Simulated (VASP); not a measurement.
# MgC18 in VASP: notebook

MgC18 is run at these levels: LDA; tasks: single point.

All numbers are computed with VASP 6.6.1; they aren't measurements. Logs are shortened: lines on timing, memory, paths and dates and some standing lists are left out, and cuts for length are marked.

## Step 1: The cell of the first run

The cell holds a slab with vacuum, 19 atoms: a = 7.398 Å, b = 7.398 Å, c = 12.000 Å, α = 90.00°, β = 90.00°, γ = 120.00°.

## Step 2: Single point, LDA

Input file INCAR:

```
SYSTEM = MgC18
PREC = Accurate
ENCUT = 520
EDIFF = 1E-6
ISMEAR = -1
SIGMA = 0.05
LREAL = Auto
LASPH = .True.
NELM = 80
ALGO = Normal
ISIF = 2
LWAVE = .False.
LCHARG = .False.
GGA = CA
NBANDS = 52
```

Input file KPOINTS:

```
Automatic mesh
0
Gamma
  2 2 1
  0 0 0
```

Input file POSCAR:

```
MgC18
1.0
    7.3980000000      0.0000000000      0.0000000000
   -3.6990000000      6.4068560000      0.0000000000
    0.0000000000      0.0000000000     12.0000000000
C Mg
18 1
Direct
   -0.0008828382      0.0012062078      0.0779905833
    0.2225596360      0.1127862090      0.0779900833
    0.0001301684      0.3353235971      0.0782220833
    0.2212832640      0.4457598235      0.0784240833
   -0.0001586367      0.6673488525      0.0779906667
    0.2216131707      0.7782203939      0.0784112500
    0.3334611186      0.0019146677      0.0784111667
    0.5546008907      0.1124526601      0.0786205833
    0.3331190600      0.3341478254      0.0783159167
    0.5548736185      0.4448113084      0.0782223333
    0.3322162450      0.6676825576      0.0786225000
    0.5556696208      0.7793173438      0.0785102500
    0.6664202133      0.0008177178      0.0785110833
    0.8882842796      0.1117145445      0.0780784167
    0.6655914339      0.3343750819      0.0784252500
    0.8890380115      0.4459870801      0.0783158333
    0.6666378636      0.6684203609      0.0780802500
    0.8879771483      0.7789280733      0.0779905000
    0.8587470160      0.8902196335      0.3383665000
```

Potentials or basis: VASP PAW LDA potentials, release 64 (C, Mg).

The run is started by

```console
> cat potpaw_LDA.64/C/POTCAR potpaw_LDA.64/Mg/POTCAR > POTCAR
> mpirun -np 1 vasp_std > vasp.out
```

OUTCAR:

```text
SYSTEM = MgC18
   PREC = Accurate
   ENCUT = 520
   EDIFF = 1E-6
   ISMEAR = -1
   LREAL = Auto
   LASPH = .True.
   NELM = 80
   ISIF = 2
   GGA = CA

 ion  position               nearest neighbor table
   1  0.999  0.001  0.078-  14 1.42  18 1.42   2 1.43
   2  0.223  0.113  0.078-   9 1.42   7 1.42   1 1.43
   3  0.000  0.335  0.078-   4 1.42  16 1.42  14 1.43
   4  0.221  0.446  0.078-   3 1.42  11 1.42   9 1.43
   5  1.000  0.667  0.078-  16 1.42   6 1.42  18 1.43
   6  0.222  0.778  0.078-  11 1.42   5 1.42   7 1.43
[... 10 lines left out ...]
  17  0.667  0.668  0.078-  18 1.42  12 1.42  10 1.43
  18  0.888  0.779  0.078-  17 1.42   1 1.42   5 1.43
  19  0.859  0.890  0.338-

  LATTYP: Found a hexagonal cell.
 ALAT       =     7.3980000000
 C/A-ratio  =     1.6220600162

  Lattice vectors:

 A1 = (   7.3980000000,   0.0000000000,   0.0000000000)
 A2 = (  -3.6990000000,   6.4068560000,   0.0000000000)
 A3 = (   0.0000000000,   0.0000000000,  12.0000000000)

Analysis of symmetry for initial positions (statically):
=====================================================================
 Subroutine PRICEL returns:
 Original cell was already a primitive cell.

 Routine SETGRP: Setting up the symmetry group for a
 hexagonal supercell.

 Subroutine GETGRP returns: Found  1 space group operations
 (whereof  1 operations were pure point group operations)
 out of a pool of 24 trial point group operations.

The static configuration has the point symmetry C_1 .

Analysis of symmetry for dynamics (positions and initial velocities):
=====================================================================
 Subroutine PRICEL returns:
 Original cell was already a primitive cell.

 Routine SETGRP: Setting up the symmetry group for a
 hexagonal supercell.

 Subroutine GETGRP returns: Found  1 space group operations
 (whereof  1 operations were pure point group operations)
 out of a pool of 24 trial point group operations.

The dynamic configuration has the point symmetry C_1 .

 Subroutine INISYM returns: Found  1 space group operations
 (whereof  1 operations are pure point group operations),
 and found     1 'primitive' translations

----------------------------------------------------------------------------------------

                                     Primitive cell

  volume of cell :     568.7750

  direct lattice vectors                    reciprocal lattice vectors
     7.398000000  0.000000000  0.000000000     0.135171668  0.078041398  0.000000000
    -3.699000000  6.406856000  0.000000000     0.000000000  0.156082796  0.000000000
     0.000000000  0.000000000 12.000000000     0.000000000  0.000000000  0.083333333

  length of vectors
     7.398000000  7.398000054 12.000000000     0.156082797  0.156082796  0.083333333

  position of ions in fractional coordinates (direct lattice)
     0.999117162  0.001206208  0.077990583
     0.222559636  0.112786209  0.077990083
     0.000130168  0.335323597  0.078222083
     0.221283264  0.445759823  0.078424083
     0.999841363  0.667348852  0.077990667
     0.221613171  0.778220394  0.078411250
[... 11 lines left out ...]
     0.887977148  0.778928073  0.077990500
     0.858747016  0.890219634  0.338366500

  ion indices of the primitive-cell ions
   primitive index   ion index
                 1           1
                 2           2
                 3           3
                 4           4
                 5           5
                 6           6
[... 11 lines left out ...]
                18          18
                19          19

----------------------------------------------------------------------------------------

 KPOINTS: Automatic mesh

Automatic generation of k-mesh.
 Grid dimensions read from file:
 generate k-points for:    2    2    1

 Generating k-lattice:

  Cartesian coordinates                     Fractional coordinates (reciprocal lattice)
     0.067585834  0.039020699  0.000000000     0.500000000  0.000000000  0.000000000
     0.000000000  0.078041398  0.000000000     0.000000000  0.500000000  0.000000000
     0.000000000  0.000000000  0.083333333     0.000000000  0.000000000  1.000000000

  Length of vectors
     0.078041399  0.078041398  0.083333333

  Shift w.r.t. Gamma in fractional coordinates (k-lattice)
     0.000000000  0.000000000  0.000000000

 Subroutine IBZKPT returns following result:
 ===========================================

 Found      4 irreducible k-points:

 Following reciprocal coordinates:
            Coordinates               Weight
  0.000000  0.000000  0.000000      1.000000
  0.500000  0.000000  0.000000      1.000000
  0.000000  0.500000  0.000000      1.000000
  0.500000  0.500000  0.000000      1.000000
   k-points           NKPTS =      4   k-points in BZ     NKDIM =      4   number of bands    NBANDS=     52
   number of dos      NEDOS =    301   number of ions     NIONS =     19
   total plane-waves  NPLWV = 282240
   dimension x,y,z NGX =    56 NGY =   56 NGZ =   90
   dimension x,y,z NGXF=   112 NGYF=  112 NGZF=  180
   ions per type =              18   1
   NGX,Y,Z   is equivalent  to a cutoff of  12.58, 12.58, 12.47 a.u.
   NGXF,Y,Z  is equivalent  to a cutoff of  25.17, 25.17, 24.94 a.u.
 SYSTEM =  MgC18
   PREC   = accura    normal or accurate (medium, high low for compatibility)
   ISTART =      0    job   : 0-new  1-cont  2-samecut
   ICHARG =      2    charge: 1-file 2-atom 10-const
   ISPIN  =      1    spin polarized calculation?
   LNONCOLLINEAR =      F non collinear calculations
   LSORBIT =      F    spin-orbit coupling
   LASPH  =      T    aspherical Exc in radial PAW
   ENCUT  =  520.0 eV  38.22 Ry    6.18 a.u.  13.76 13.76 22.31*2*pi/ulx,y,z
   NELM   =     80;   NELMIN=  2; NELMDL= -5     # of ELM steps
   EDIFF  = 0.1E-05   stopping-criterion for ELM
   LREAL  =      T    real-space projection
   EDIFFG = 0.1E-04   stopping-criterion for IOM
   NSW    =      0    number of steps for IOM
   IBRION =     -1    ionic relax: 0-MD 1-quasi-New 2-CG
   NFREE  =      0    steps in history (QN), initial steepest desc. (CG)
   ISIF   =      2    stress and relaxation
   ISYM   =      2    0-nonsym 1-usesym 2-fastsym
   POTIM  = 0.5000    time-step for ionic-motion
   TEBEG  =    0.0;   TEEND  =   0.0 temperature during run
   PSTRESS=    0.0 pullay stress
   NELECT =      74.0000    total number of electrons
   NUPDOWN=      -1.0000    fix difference up-down
   EMIN   =  10.00;   EMAX   =-10.00  energy-range for DOS
   EFERMI =   0.00;   METHOD = LEGACY
   ISMEAR =    -1;   SIGMA  =   0.05  broadening in eV -4-tet -1-fermi 0-gaus
   EFERMI_NEDOS =   21; number of points for ismear=-14 and -15
   IALGO  =     38    algorithm
   IMIX   =      4    mixing-type and parameters
     AMIX     =   0.40;   BMIX     =  1.00
     AMIX_MAG =   1.60;   BMIX_MAG =  1.00
  volume/ion in A,a.u.               =      29.94       202.01
  Fermi-wavevector in a.u.,A,eV,Ry     =   0.829542  1.567608  9.362720  0.688140
  Thomas-Fermi vector in A             =   1.942107
   LORBIT       =      0    0 simple, 1 ext, 2 COOP (PROOUT), +10 PAW based schemes
   GGA     = CA    functional components
   LHFCALC =     F    Hartree Fock is set to
   AEXX    =    0.0000 exact exchange contribution
   IVDW    =     0    specifies the selected vdW correction
   LEPSILON=     F    determine dielectric tensor
   LRPA    =     F    only Hartree local field effects (RPA)
 non-spin polarized calculation
  energy-cutoff  :      520.00
  volume of cell :      568.78
 maximum number of plane-waves:     15363
 NGX is ok and might be reduce to    56
   NGX = 27   NGY = 27   NGZ = 45

 number of electron      74.0000001 magnetization

 Free energy of the ion-electron system (eV)
  ---------------------------------------------------
  ext. energy  EPLUGINS =         0.00000000
  ---------------------------------------------------
  free energy    TOTEN  =      -181.29555618 eV

  energy without entropy =     -181.22346213  energy(sigma->0) =     -181.25950915

 E-fermi :  -1.7169     XC(G=0):  -4.5419

 val. band max:       -1.7708403544   @ k =   0.0000   0.0000   0.0000
 cond. band min:      -1.6794042666   @ k =   0.0000   0.0000   0.0000
 fundamental gap:      0.0914360878
 Fermi energy:        -1.7168537481

 k-point     1 :       0.0000    0.0000    0.0000
  band No.  band energies     occupation
      1     -21.0109      2.00000
      2     -18.5012      2.00000
      3     -18.4669      2.00000
      4     -18.4341      2.00000
      5     -18.4305      2.00000
      6     -18.4060      2.00000
[... 41 lines left out ...]
     48       3.1530      0.00000
     49       3.1850      0.00000

 k-point     2 :       0.5000    0.0000    0.0000
  band No.  band energies     occupation
      1     -20.3715      2.00000
      2     -20.3493      2.00000
      3     -19.0978      2.00000
      4     -19.0514      2.00000
      5     -16.6225      2.00000
      6     -16.6133      2.00000
[... 41 lines left out ...]
     48       3.3751      0.00000
     49       3.6446      0.00000

 k-point     3 :       0.0000    0.5000    0.0000
  band No.  band energies     occupation
      1     -20.3710      2.00000
      2     -20.3495      2.00000
      3     -19.0976      2.00000
      4     -19.0523      2.00000
      5     -16.6213      2.00000
      6     -16.6132      2.00000
[... 41 lines left out ...]
     48       3.3749      0.00000
     49       3.6454      0.00000

 k-point     4 :       0.5000    0.5000    0.0000
  band No.  band energies     occupation
      1     -20.3715      2.00000
      2     -20.3493      2.00000
      3     -19.0978      2.00000
      4     -19.0514      2.00000
      5     -16.6226      2.00000
      6     -16.6132      2.00000
[... 41 lines left out ...]
     48       3.3752      0.00000
     49       3.6446      0.00000
 [bands above 49 left out]

------------------------ aborting loop because EDIFF is reached ----------------------------------------

  FORCE on cell =-STRESS in cart. coord.  units (eV):
  Direction    XX          YY          ZZ          XY          YZ          ZX
  --------------------------------------------------------------------------------------
  -------------------------------------------------------------------------------------
  Total       -8.9978192     -8.4704572     -0.2448926     -0.0044170      0.0004600     -0.0359972
  in kB      -25.3458763    -23.8603549     -0.6898357     -0.0124422      0.0012959     -0.1014002
  external PRESSURE =     -16.6320223 kB  Pullay stress =       0.0000000 kB

 VOLUME and BASIS-vectors are now :
 -----------------------------------------------------------------------------
  energy-cutoff  :      520.00
  volume of cell :      568.78
      direct lattice vectors                 reciprocal lattice vectors
     7.398000000  0.000000000  0.000000000     0.135171668  0.078041398  0.000000000
    -3.699000000  6.406856000  0.000000000     0.000000000  0.156082796  0.000000000
     0.000000000  0.000000000 12.000000000     0.000000000  0.000000000  0.083333333

 POSITION                                       TOTAL-FORCE (eV/Angst)
 -----------------------------------------------------------------------------------
      7.38701      0.00773      0.93589         0.000369     -0.014336     -0.000555
      1.22930      0.72260      0.93588         0.001193      0.004211      0.010017
     -1.23940      2.14837      0.93866         0.004413     -0.012923      0.004826
     -0.01181      2.85592      0.94109        -0.002508      0.016888      0.009297
      4.92830      4.27561      0.93589         0.006041     -0.008367      0.009840
     -1.23914      4.98595      0.94094        -0.001033      0.006654      0.002779
[... 11 lines left out ...]
      3.68800      4.99048      0.93589        -0.001547      0.011090     -0.002119
      3.06009      5.70351      4.06040        -0.010750      0.001786     -0.035483
 -----------------------------------------------------------------------------------
    total drift:                               -0.011951     -0.030337      0.007508

  FREE ENERGIE OF THE ION-ELECTRON SYSTEM (eV)
  ---------------------------------------------------
  free  energy   TOTEN  =      -181.2955561757 eV

  energy  without entropy=     -181.2234621302  energy(sigma->0) =     -181.25950915
```

Run time: 7.8 min. Hardware: 1 thread of Intel Xeon 8259CL, shared host; peak memory 0.43 GiB.

Results:

| Quantity | Value |
| --- | --- |
| Free energy | -181.2956 eV |
| Largest force | 0.037 eV/Å |
| Band gap on the k mesh | 0.09 eV |

Forces in eV/Å, atoms in the order of the input:
```
C    0.000 -0.014 -0.001
C    0.001  0.004  0.010
C    0.004 -0.013  0.005
C   -0.003  0.017  0.009
C    0.006 -0.008  0.010
C   -0.001  0.007  0.003
C    0.000 -0.008 -0.001
C   -0.006  0.012 -0.002
C    0.003 -0.011 -0.011
C    0.000  0.012  0.004
C    0.001 -0.011 -0.003
C    0.004  0.014  0.004
C    0.007 -0.016  0.004
C   -0.002  0.010  0.003
C    0.002 -0.013  0.004
C   -0.001  0.013 -0.004
C   -0.004 -0.007  0.003
C   -0.002  0.011 -0.002
Mg  -0.011  0.002 -0.035
```

Caveat: the k points lie up to 0.49 Å⁻¹ apart.

## Step 3: Single point, LDA

Input file INCAR:

```
SYSTEM = MgC18
PREC = Accurate ; ENCUT = 520
EDIFF = 1E-6 ; ISMEAR = -1
SIGMA = 0.05 ; LREAL = Auto
LASPH = .TRUE. ; NELM = 60
ALGO = Normal ; ISIF = 2
LWAVE = .FALSE. ; LCHARG = .TRUE.
LELF = .TRUE. ; LVHAR = .TRUE.
NBANDS = 52
```

Input file KPOINTS:

```
Automatic mesh
0
G
  2 2 1
  0 0 0
```

Input file POSCAR:

```
MgC18
1.0
    7.3980000000      0.0000000000      0.0000000000
   -3.6990000000      6.4068560000      0.0000000000
    0.0000000000      0.0000000000     12.0000000000
C Mg
18 1
Direct
   -0.0028497271      0.0012464772      0.0779793333
    0.2184983337      0.1117409225      0.0780361667
   -0.0038636417      0.3341659310      0.0782686667
    0.2194951717      0.4457178373      0.0783881667
   -0.0031777992      0.6683905491      0.0780384167
    0.2187329573      0.7792983017      0.0784656667
    0.3294999288      0.0008333260      0.0784661667
    0.5528667207      0.1124084887      0.0785839167
    0.3302299325      0.3352873859      0.0781760000
    0.5520370313      0.4459653846      0.0782684167
    0.3305235052      0.6677231391      0.0785860833
    0.5516764416      0.7782488010      0.0783756667
    0.6634924874      0.0018825146      0.0783751667
    0.8853168128      0.1127642013      0.0779619167
    0.6638424515      0.3344134783      0.0783891667
    0.8850087451      0.4448439297      0.0781763333
    0.6626179417      0.6673672703      0.0779623333
    0.8859699524      0.7788842140      0.0779790833
    1.0223750927      0.8902519426      0.3390226667
```

Potentials or basis: VASP PAW LDA potentials, release 64 (C, Mg).

The run is started by

```console
> cat potpaw_LDA.64/C/POTCAR potpaw_LDA.64/Mg/POTCAR > POTCAR
> mpirun -np 1 vasp_std > vasp.out
```

Run time: 7.8 min. Hardware: 1 thread of Intel Xeon 8259CL, shared host; peak memory 0.44 GiB.

The run converged. Its results:

| Property | Result |
| --- | --- |
| Free energy | -181.2949 eV |
| Largest force | 0.038 eV/Å |
| Band gap on the k mesh | 0.08 eV |

Forces in eV/Å, atoms in the order of the input:
```
C   -0.003 -0.010  0.001
C    0.003  0.011  0.005
C   -0.008 -0.019 -0.007
C    0.005  0.017  0.005
C   -0.002 -0.003  0.002
C   -0.007  0.016  0.005
C   -0.010 -0.021  0.007
C    0.002  0.011 -0.005
C   -0.003 -0.013  0.000
C    0.003  0.017 -0.004
C   -0.002 -0.012  0.000
C   -0.001  0.007 -0.001
C    0.003 -0.007  0.004
C    0.000  0.008  0.010
C    0.003 -0.016  0.003
C    0.004  0.010  0.004
C   -0.005 -0.009  0.011
C    0.008  0.013 -0.004
Mg   0.010 -0.001 -0.037
```

Levels at points of the mesh, in eV from the valence-band top:
```
           k point  band 35  band 36  band 37  band 38  band 39  band 40
(0.00, 0.00, 0.00)    -0.22    -0.03     0.00     0.08     0.10     3.36
(0.50, 0.00, 0.00)    -2.60    -2.31    -0.10     1.63     2.48     2.51
(0.00, 0.50, 0.00)    -2.60    -2.32    -0.10     1.65     2.48     2.49
(0.50, 0.50, 0.00)    -2.60    -2.31    -0.10     1.63     2.48     2.51
```

Caveat: the k points lie up to 0.49 Å⁻¹ apart.
